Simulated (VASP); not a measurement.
BP, 2 atoms in the cell. It takes space group F-43m (No. 216, cubic). The conventional cell has a = 4.548 Å, b = 4.548 Å, c = 4.548 Å, α = 90.00°, β = 90.00°, γ = 90.00°. B (site symmetry -43m) has 4 P at 1.97 Å within 2.6 Å. P (site symmetry -43m) has 4 B at 1.97 Å within 2.6 Å. 

```yaml
Program: VASP 6.6.1
Task: single point
Functional: PBE
Potentials_or_basis: VASP PAW PBE potentials, release 64 (B, P)
Cutoff: 500 eV
k_mesh: 8 × 8 × 8
Occupations: gaussian, width 0.01 eV
Spin: no spin polarisation
Dipole_correction: no
Further_INCAR_settings: ALGO = Normal; EDIFF = 1e-06; NBANDS = 11
```

Potentials or basis: VASP PAW PBE potentials, release 64 (B, P).

Launch:

```console
$ cat potpaw_PBE.64/B/POTCAR potpaw_PBE.64/P/POTCAR > POTCAR
$ mpirun -np 1 vasp_std > vasp.out
```

Hardware: 1 thread of AMD EPYC 7R13 Processor (Zen 3), on a shared host.

Task: How long does it take, and how much memory?

Result: Run time: 5.5 s on 1 thread of AMD EPYC 7R13 Processor (Zen 3), on a shared host, peak memory 0.1 GiB. Counts: scf iterations 13, k points 29.
